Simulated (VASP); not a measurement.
Set up this calculation in VASP 6.6.1, as the native input.

| Item | Value |
| --- | --- |
| Task | single point |
| Functional | PBE |
| Potentials or basis | VASP PAW PBE potentials, release 64 (Cu_sv_GW, O) |
| Cutoff | 820 eV |
| k mesh | 9 × 9 × 5 |
| Occupations | fermi-dirac, width 0.05 eV |
| Spin | no spin polarisation |
| Hubbard terms | Cu d U = 2.0 eV |
| Dipole correction | no |
| Further INCAR settings | ALGO = Normal; EDIFF = 1e-06; NBANDS = 33 |

The structure of CuO lies in POSCAR:

```
CuO
1.0
    3.2880244300      0.0000000000      0.0000000000
   -1.6440122100      2.8475126800      0.0000000000
    0.0000000000      0.0000000000      5.3850248600
Cu O
2 2
Direct
    0.6666666667      0.3333333333      0.0000000000
    0.3333333333      0.6666666667      0.5000000000
    0.6666666667      0.3333333333      0.6252000000
    0.3333333333      0.6666666667      0.1252000000
```

The input as run:

INCAR

```
  PREC = Accurate
  ENCUT = 820
  EDIFF = 1E-6
  ISMEAR = -1
  SIGMA = 0.05
  LREAL = F
  LASPH = T
  NELM = 200
  ALGO = Normal
  ISIF = 2
  LWAVE = F
  LCHARG = F
  LMAXMIX = 4
  LDAU = T
  LDAUTYPE = 2
  LDAUL = 2 -1
  LDAUU = 2 0
  LDAUJ = 0 0
  LDAUPRINT = 1
  GGA = PE
  NBANDS = 33
  GGA_COMPAT = F
```

KPOINTS

```
regular mesh
0
Gamma
  9 9 5
```

Potentials or basis: VASP PAW PBE potentials, release 64 (Cu_sv_GW, O).

Launch:

```console
$ cat potpaw_PBE.64/Cu_sv_GW/POTCAR potpaw_PBE.64/O/POTCAR > POTCAR
$ mpirun -np 1 vasp_std > vasp.out
```

It gave:

```json
{"Pressure": "-9.7 GPa", "Largest force": "0.059 eV/Å", "Band gap on the k mesh": "zero (bands 25 and 26 overlap by 1.38 eV)"}
```

Caveat: the cell stands under tension; U without spin polarisation on a metal has little footing.

It took 2.6 min on 1 thread of Intel(R) Xeon(R) 6975P-C (Granite Rapids), on a shared host, peak memory 0.29 GiB.
